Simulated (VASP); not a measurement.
Set up this calculation in VASP 6.6.1, as the native input.

| Item | Value |
| --- | --- |
| Task | electric field gradients |
| Functional | LDA |
| Potentials or basis | VASP PAW LDA potentials, release 64 (Ta_pv, Ru_pv) |
| Cutoff | 520 eV |
| k mesh | 11 × 11 × 10 |
| Occupations | fermi-dirac, width 0.05 eV |
| Spin | no spin polarisation |
| Dipole correction | no |
| Further INCAR settings | ALGO = Normal; EDIFF = 1e-08; NBANDS = 20 |

The structure of TaRu lies in POSCAR:

```
TaRu
1.0
    3.0530000000      0.0000000000      0.0000000000
    0.0000000000      3.0530000000      0.0000000000
    0.0000000000      0.0000000000      3.3551100000
Ta Ru
1 1
Direct
    0.5000000000      0.5000000000      0.5000000000
    0.0000000000      0.0000000000      0.0000000000
```

This cell differs from its parent crystal: zz strain of -1 %.

The input as run:

INCAR

```
PREC     = Accurate       # precision mode
ENCUT    = 520            # plane-wave cutoff, eV
EDIFF    = 1E-8           # SCF threshold, eV
ISMEAR   = -1             # smearing method
SIGMA    = 0.05           # smearing width, eV
LREAL    = False          # projectors in reciprocal space
LASPH    = True           # aspherical terms in the spheres
NELM     = 60             # most SCF steps
ALGO     = Normal         # electronic algorithm
ISIF     = 2              # what is computed and relaxed
LWAVE    = False          # write WAVECAR
LCHARG   = False          # write CHGCAR
LEFG     = True         
NBANDS   = 20             # bands
```

KPOINTS

```
Automatic mesh
0
Gamma
  11 11 10
```

Potentials or basis: VASP PAW LDA potentials, release 64 (Ta_pv, Ru_pv).

Launch:

```bash
$ cat potpaw_LDA.64/Ta_pv/POTCAR potpaw_LDA.64/Ru_pv/POTCAR > POTCAR
$ mpirun -np 1 vasp_std > vasp.out
```

Results of the run:

```
Pressure : -7.2 GPa
```

Caveat: the cell differs from its parent crystal (zz strain of -1 %); without QUAD_EFG the Cq values of the log hold for a quadrupole moment of 1 mb, not for the nuclei.

Wall time 77 s on 1 thread of Intel(R) Xeon(R) Platinum 8259CL CPU @ 2.50GHz (Skylake/Cascade Lake), with other jobs on the host, peak memory 0.19 GiB.
